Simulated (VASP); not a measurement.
A run of VASP 6.6.1 is set up as follows.

The input INCAR:

```
PREC = Accurate ; ENCUT = 500
EDIFF = 1E-7 ; ISMEAR = 0
SIGMA = 0.05 ; LREAL = False
LASPH = True ; NELM = 120
ALGO = Normal ; ISIF = 3
LWAVE = False ; LCHARG = False
GGA = PS ; IBRION = 2
NSW = 80 ; EDIFFG = -0.02
GGA_COMPAT = False ; NELMIN = 4
```

KPOINTS

```
Automatic mesh
0
Gamma
  7 7 7
```

The input POSCAR:

```
Nb
1.0
    0.0000000000      2.0950000000      2.0950000000
    2.0950000000      0.0000000000      2.0950000000
    2.0950000000      2.0950000000      0.0000000000
Nb
1
Direct
    0.0000000000      0.0000000000      0.0000000000
```

Potentials or basis: VASP PAW PBE potentials, release 64 (Nb_sv).

Command:

```sh
$ cat potpaw_PBE.64/Nb_sv/POTCAR > POTCAR
$ mpirun -np 1 vasp_std > vasp.out
```

(1) What does it give for the band gap on the k mesh?

(2) What does it give for the relaxed volume?

(3) Predict the space group after relaxing (to 0.1 Å).

(4) What does it give for the relaxed cell?

Results:

(1) zero (an odd number of electrons rules out a gap without spin polarisation).

(2) 18.03 Å³/atom.

(3) Fm-3m (No. 225).

(4) a = 2.943 Å, b = 2.943 Å, c = 2.943 Å, α = 60.00°, β = 60.00°, γ = 60.00°.

Caveat: the k points lie up to 0.37 Å⁻¹ apart in the final cell, too coarse for converged energies and pressures of a metal; the PAW data sets were made with another functional, which shifts forces and pressure a little.
